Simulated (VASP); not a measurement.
# MgS (Fm-3m) in VASP: further runs

The runs below take MgS through electric field gradients, with LDA.

Program: VASP 6.6.1. These are calculated values, not measurements. Logs are shortened: lines on timing, memory, paths and dates and some standing lists are left out, and cuts for length are marked.

## (1) The cell of the first run

It takes space group Fm-3m (No. 225, cubic). The conventional cell has a = 5.272 Å, b = 5.272 Å, c = 5.272 Å, α = 90.00°, β = 90.00°, γ = 90.00°. Mg (site symmetry m-3m) has 6 S at 2.64 Å within 3.5 Å. Within 3.5 Å of S (site symmetry m-3m) lie 6 Mg at 2.64 Å.

## (2) Electric field gradients, LDA (volume scaled by 1.04)

File INCAR:

```
PREC = Accurate ; ENCUT = 520
EDIFF = 1E-8 ; ISMEAR = -1
SIGMA = 0.01 ; LREAL = False
LASPH = True ; NELM = 60
ALGO = Normal ; ISIF = 2
LWAVE = False ; LCHARG = False
LEFG = True ; NBANDS = 11
```

File KPOINTS:

```
Automatic mesh
0
Gamma
  8 8 8
```

File POSCAR:

```
MgS
1.0
    0.0000000000      2.6358861630      2.6358861630
    2.6358861630      0.0000000000      2.6358861630
    2.6358861630      2.6358861630      0.0000000000
Mg S
1 1
Direct
    0.0000000000      0.0000000000      0.0000000000
    0.5000000000      0.5000000000      0.5000000000
```

Potentials or basis: VASP PAW LDA potentials, release 64 (Mg, S).

The run is started by

```console
cat potpaw_LDA.64/Mg/POTCAR potpaw_LDA.64/S/POTCAR > POTCAR
mpirun -np 1 vasp_std > vasp.out
```

OUTCAR:

```text
PREC = Accurate
   ENCUT = 520
   EDIFF = 1E-8
   ISMEAR = -1
   LREAL = False
   LASPH = True
   NELM = 60
   ISIF = 2

 ion  position               nearest neighbor table
   1  0.000  0.000  0.000-   2 2.64   2 2.64   2 2.64   2 2.64   2 2.64   2 2.64
   2  0.500  0.500  0.500-   1 2.64   1 2.64   1 2.64   1 2.64   1 2.64   1 2.64

  LATTYP: Found a face centered cubic cell.
 ALAT       =     5.2717723260

  Lattice vectors:

 A1 = (   0.0000000000,   2.6358861630,   2.6358861630)
 A2 = (   2.6358861630,   0.0000000000,   2.6358861630)
 A3 = (   2.6358861630,   2.6358861630,   0.0000000000)

Analysis of symmetry for initial positions (statically):
=====================================================================
 Subroutine PRICEL returns:
 Original cell was already a primitive cell.

 Routine SETGRP: Setting up the symmetry group for a
 face centered cubic supercell.

 Subroutine GETGRP returns: Found 48 space group operations
 (whereof 48 operations were pure point group operations)
 out of a pool of 48 trial point group operations.

The static configuration has the point symmetry O_h .

Analysis of symmetry for dynamics (positions and initial velocities):
=====================================================================
 Subroutine PRICEL returns:
 Original cell was already a primitive cell.

 Routine SETGRP: Setting up the symmetry group for a
 face centered cubic supercell.

 Subroutine GETGRP returns: Found 48 space group operations
 (whereof 48 operations were pure point group operations)
 out of a pool of 48 trial point group operations.

The dynamic configuration has the point symmetry O_h .

 Subroutine INISYM returns: Found 48 space group operations
 (whereof 48 operations are pure point group operations),
 and found     1 'primitive' translations

----------------------------------------------------------------------------------------

                                     Primitive cell

  volume of cell :      36.6277

  direct lattice vectors                    reciprocal lattice vectors
     0.000000000  2.635886163  2.635886163    -0.189689527  0.189689527  0.189689527
     2.635886163  0.000000000  2.635886163     0.189689527 -0.189689527  0.189689527
     2.635886163  2.635886163  0.000000000     0.189689527  0.189689527 -0.189689527

  length of vectors
     3.727705961  3.727705961  3.727705961     0.328551899  0.328551899  0.328551899

  position of ions in fractional coordinates (direct lattice)
     0.000000000  0.000000000  0.000000000
     0.500000000  0.500000000  0.500000000

  ion indices of the primitive-cell ions
   primitive index   ion index
                 1           1
                 2           2

----------------------------------------------------------------------------------------

 KPOINTS: Automatic mesh

Automatic generation of k-mesh.
 Grid dimensions read from file:
 generate k-points for:    8    8    8

 Generating k-lattice:

  Cartesian coordinates                     Fractional coordinates (reciprocal lattice)
    -0.023711191  0.023711191  0.023711191     0.125000000  0.000000000  0.000000000
     0.023711191 -0.023711191  0.023711191     0.000000000  0.125000000  0.000000000
     0.023711191  0.023711191 -0.023711191     0.000000000  0.000000000  0.125000000

  Length of vectors
     0.041068987  0.041068987  0.041068987

  Shift w.r.t. Gamma in fractional coordinates (k-lattice)
     0.000000000  0.000000000  0.000000000

 Subroutine IBZKPT returns following result:
 ===========================================

 Found     29 irreducible k-points:

 Following reciprocal coordinates:
            Coordinates               Weight
  0.000000  0.000000  0.000000      1.000000
  0.125000  0.000000  0.000000      8.000000
  0.250000  0.000000  0.000000      8.000000
  0.375000  0.000000  0.000000      8.000000
  0.500000  0.000000  0.000000      4.000000
  0.125000  0.125000  0.000000      6.000000
[... 16 lines left out ...]
  0.500000  0.250000  0.125000     48.000000
 -0.375000  0.250000  0.125000     24.000000
 [... further k-points ...]
   k-points           NKPTS =     29   k-points in BZ     NKDIM =     29   number of bands    NBANDS=     11
   number of dos      NEDOS =    301   number of ions     NIONS =      2
   total plane-waves  NPLWV =  21952
   dimension x,y,z NGX =    28 NGY =   28 NGZ =   28
   dimension x,y,z NGXF=    56 NGYF=   56 NGZF=   56
   ions per type =               1   1
   NGX,Y,Z   is equivalent  to a cutoff of  12.49, 12.49, 12.49 a.u.
   NGXF,Y,Z  is equivalent  to a cutoff of  24.97, 24.97, 24.97 a.u.
 SYSTEM =  unknown system
   PREC   = accura    normal or accurate (medium, high low for compatibility)
   ISTART =      0    job   : 0-new  1-cont  2-samecut
   ICHARG =      2    charge: 1-file 2-atom 10-const
   ISPIN  =      1    spin polarized calculation?
   LNONCOLLINEAR =      F non collinear calculations
   LSORBIT =      F    spin-orbit coupling
   LASPH  =      T    aspherical Exc in radial PAW
   ENCUT  =  520.0 eV  38.22 Ry    6.18 a.u.   6.93  6.93  6.93*2*pi/ulx,y,z
   NELM   =     60;   NELMIN=  2; NELMDL= -5     # of ELM steps
   EDIFF  = 0.1E-07   stopping-criterion for ELM
   LREAL  =      F    real-space projection
   EDIFFG = 0.1E-06   stopping-criterion for IOM
   NSW    =      0    number of steps for IOM
   IBRION =     -1    ionic relax: 0-MD 1-quasi-New 2-CG
   NFREE  =      0    steps in history (QN), initial steepest desc. (CG)
   ISIF   =      2    stress and relaxation
   ISYM   =      2    0-nonsym 1-usesym 2-fastsym
   POTIM  = 0.5000    time-step for ionic-motion
   TEBEG  =    0.0;   TEEND  =   0.0 temperature during run
   PSTRESS=    0.0 pullay stress
   NELECT =       8.0000    total number of electrons
   NUPDOWN=      -1.0000    fix difference up-down
   EMIN   =  10.00;   EMAX   =-10.00  energy-range for DOS
   EFERMI =   0.00;   METHOD = LEGACY
   ISMEAR =    -1;   SIGMA  =   0.01  broadening in eV -4-tet -1-fermi 0-gaus
   EFERMI_NEDOS =   21; number of points for ismear=-14 and -15
   IALGO  =     38    algorithm
   IMIX   =      4    mixing-type and parameters
     AMIX     =   0.40;   BMIX     =  1.00
     AMIX_MAG =   1.60;   BMIX_MAG =  1.00
  volume/ion in A,a.u.               =      18.31       123.59
  Fermi-wavevector in a.u.,A,eV,Ry     =   0.985904  1.863089 13.224967  0.972008
  Thomas-Fermi vector in A             =   2.117246
   LORBIT       =      0    0 simple, 1 ext, 2 COOP (PROOUT), +10 PAW based schemes
   GGA     = CA    functional components
   LHFCALC =     F    Hartree Fock is set to
   AEXX    =    0.0000 exact exchange contribution
   IVDW    =     0    specifies the selected vdW correction
   LEPSILON=     F    determine dielectric tensor
   LRPA    =     F    only Hartree local field effects (RPA)
 non-spin polarized calculation
  energy-cutoff  :      520.00
  volume of cell :       36.63
 maximum number of plane-waves:       998
   NGX = 13   NGY = 13   NGZ = 13

 number of electron       8.0000001 magnetization

 Free energy of the ion-electron system (eV)
  ---------------------------------------------------
  ext. energy  EPLUGINS =         0.00000000
  ---------------------------------------------------
  free energy    TOTEN  =        -9.52659611 eV

  energy without entropy =       -9.52659611  energy(sigma->0) =       -9.52659611

 E-fermi :   3.4740     XC(G=0):  -9.8278

 val. band max:        3.2353235866   @ k =   0.0000   0.0000   0.0000
 cond. band min:       5.7092553552   @ k =   0.5000   0.5000   0.0000
 fundamental gap:      2.4739317685
 Fermi energy:         3.4740451030

 k-point     1 :       0.0000    0.0000    0.0000
  band No.  band energies     occupation
      1      -9.1870      2.00000
      2       3.2353      2.00000
      3       3.2353      2.00000
      4       3.2353      2.00000
      5       6.4282      0.00000
      6      11.0943      0.00000
      7      11.0943      0.00000
      8      11.0943      0.00000
      9      13.4561      0.00000
     10      13.4561      0.00000
     11      15.4937      0.00000

 k-point     2 :       0.1250    0.0000    0.0000
  band No.  band energies     occupation
      1      -9.0430      2.00000
      2       2.1805      2.00000
      3       3.1413      2.00000
      4       3.1413      2.00000
      5       7.2652      0.00000
      6      10.7349      0.00000
      7      11.3193      0.00000
      8      11.3193      0.00000
      9      12.7434      0.00000
     10      12.7434      0.00000
     11      15.3460      0.00000
[... 295 lines left out ...]
 k-point    24 :      -0.3750    0.2500    0.1250
  band No.  band energies     occupation
      1      -7.7677      2.00000
      2      -0.9522      2.00000
      3       1.1779      2.00000
      4       2.1347      2.00000
      5       8.5237      0.00000
      6       9.1003      0.00000
      7      11.3683      0.00000
      8      12.3211      0.00000
      9      15.1633      0.00000
     10      15.9555      0.00000
     11      18.3556      0.00000

 [... further k-points ...]
[... 5 lines left out ...]
  --------------------------------------------------------------------------------------
  -------------------------------------------------------------------------------------
  Total       -1.4443754     -1.4443754     -1.4443754      0.0000000      0.0000000     -0.0000000
  in kB      -63.1801577    -63.1801577    -63.1801577      0.0000000      0.0000000     -0.0000000
  external PRESSURE =     -63.1801577 kB  Pullay stress =       0.0000000 kB

 VOLUME and BASIS-vectors are now :
 -----------------------------------------------------------------------------
  energy-cutoff  :      520.00
  volume of cell :       36.63
      direct lattice vectors                 reciprocal lattice vectors
     0.000000000  2.635886163  2.635886163    -0.189689527  0.189689527  0.189689527
     2.635886163  0.000000000  2.635886163     0.189689527 -0.189689527  0.189689527
     2.635886163  2.635886163  0.000000000     0.189689527  0.189689527 -0.189689527

 POSITION                                       TOTAL-FORCE (eV/Angst)
 -----------------------------------------------------------------------------------
      0.00000      0.00000      0.00000        -0.000000     -0.000000      0.000000
      2.63589      2.63589      2.63589         0.000000      0.000000     -0.000000
 -----------------------------------------------------------------------------------
    total drift:                                0.000000      0.000000      0.000000

  FREE ENERGIE OF THE ION-ELECTRON SYSTEM (eV)
  ---------------------------------------------------
  free  energy   TOTEN  =        -9.5265961060 eV

  energy  without entropy=       -9.5265961060  energy(sigma->0) =       -9.52659611

 Electric field gradients (V/A^2)
---------------------------------------------------------------------
 ion       V_xx      V_yy      V_zz      V_xy      V_xz      V_yz
---------------------------------------------------------------------
   1       0.000    -0.000    -0.000    -0.000    -0.000    -0.000
   2      -0.000    -0.000    -0.000    -0.000    -0.000    -0.000
---------------------------------------------------------------------

 Electric field gradients after diagonalization (V/A^2)
 (convention: |V_zz| > |V_xx| > |V_yy|)
----------------------------------------------------------------------
 ion       V_xx      V_yy      V_zz     asymmetry (V_yy - V_xx)/ V_zz
----------------------------------------------------------------------
   1       0.000     0.000    -0.000       0.000
   2       0.000     0.000    -0.001       0.000
----------------------------------------------------------------------

           NMR quadrupolar parameters

 Cq : quadrupolar parameter    Cq=e*Q*V_zz/h
 eta: asymmetry parameters     (V_yy - V_xx)/ V_zz
 Q  : nuclear electric quadrupole moment in mb (millibarn)
----------------------------------------------------------------------
 ion       Cq(MHz)       eta       Q (mb)
----------------------------------------------------------------------
   1      -0.000       0.000       1.000
   2      -0.000       0.000       1.000
----------------------------------------------------------------------
```

Run time: 7.3 s. Hardware: 1 thread of Intel Xeon Platinum 8559C (Emerald Rapids), shared host; peak memory 0.14 GiB.

What came out:

```
Free energy            : -9.5266 eV
Pressure               : -6.3 GPa
Band gap on the k mesh : 2.47 eV, indirect (least direct gap 3.19 eV)
```

Levels at points of the mesh, in eV from the valence-band top:
```csv
k point,band 1,band 2,band 3,band 4,band 5,band 6,band 7,band 8
"(0.00, 0.00, 0.00)",-12.42,0.00,0.00,0.00,3.19,7.86,7.86,7.86
"(0.50, 0.00, 0.00)",-11.19,-4.70,-0.55,-0.55,4.32,6.69,6.69,9.42
"(0.50, 0.50, 0.00)",-10.84,-4.05,-1.62,-1.62,2.47,4.37,11.41,12.64
```

Caveat: without QUAD_EFG the Cq values of the log hold for a quadrupole moment of 1 mb, not for the nuclei. A k mesh can miss the band edges.

(Part 1 of 2 ends here.)
